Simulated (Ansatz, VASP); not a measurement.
CaO: VASP beside Ansatz

File INCAR:

```
SYSTEM = CaO
PREC = Accurate ; ENCUT = 520
EDIFF = 1E-6 ; ISMEAR = 0
SIGMA = 0.05 ; LREAL = .FALSE.
LASPH = .TRUE. ; NELM = 80
ALGO = Normal ; ISIF = 2
LWAVE = .FALSE. ; LCHARG = .FALSE.
GGA = PE ; NBANDS = 15
```

The input KPOINTS:

```
regular mesh
0
G
  8 8 8
  0 0 0
```

The input POSCAR:

```
CaO
1.0
    0.0000000000      2.4490000000      2.4490000000
    2.4490000000      0.0000000000      2.4490000000
    2.4490000000      2.4490000000      0.0000000000
Ca O
1 1
Direct
   -0.0765618620      0.0765618620      0.0765618620
    0.5000000000      0.5000000000      0.5000000000
```

Input for Ansatz:

```yaml
crystal:
  lattice:
    - [0.0, 2.449, 2.449]
    - [2.449, 0.0, 2.449]
    - [2.449, 2.449, 0.0]
  atoms:
    - { symbol: Ca, position: [-0.076561862, 0.076561862, 0.076561862] }
    - { symbol: O, position: [0.5, 0.5, 0.5] }
basis:
  ecutwfc: 420
kpoints:
  mp_grid: { grid: [8, 8, 8] }
hamiltonian:
  xc: pbe
scf:
  occupations: { method: gaussian, width: 0.05 }
output:
  forces: true
  stress: true
  eigenvalues: true
```

Change from the starting cell: all Ca atoms moved +0.375 Å, as atom 1 along Cartesian [1 0 0].

Alike in both runs: task single point; functional PBE; k mesh 8 × 8 × 8; occupations gaussian, width 0.05 eV; no spin polarisation.

```csv
,VASP,Ansatz
version,VASP 6.6.1,Ansatz 0.2.0
potentials or method,"VASP PAW PBE potentials, release 64 (Ca_sv, O), cutoff 520 eV","scalar-relativistic, plane waves, PAW"
valence electrons in the cell,16,16
```

```csv
,VASP,Ansatz,Ansatz less VASP
gap on the k mesh at the Fermi level (eV),3.98,4.00,+0.017
least direct gap on the mesh (eV),4.16,4.17,+0.016
pressure (GPa),2.4,1.8,-0.60
"traceless stress, the component that is largest in VASP (GPa)",12.37,11.90,-0.469
rms of the force components (eV/Å),1.039,0.996,-0.0426
```

Atom by atom the forces differ by 0.043 eV/Å (rms over components).
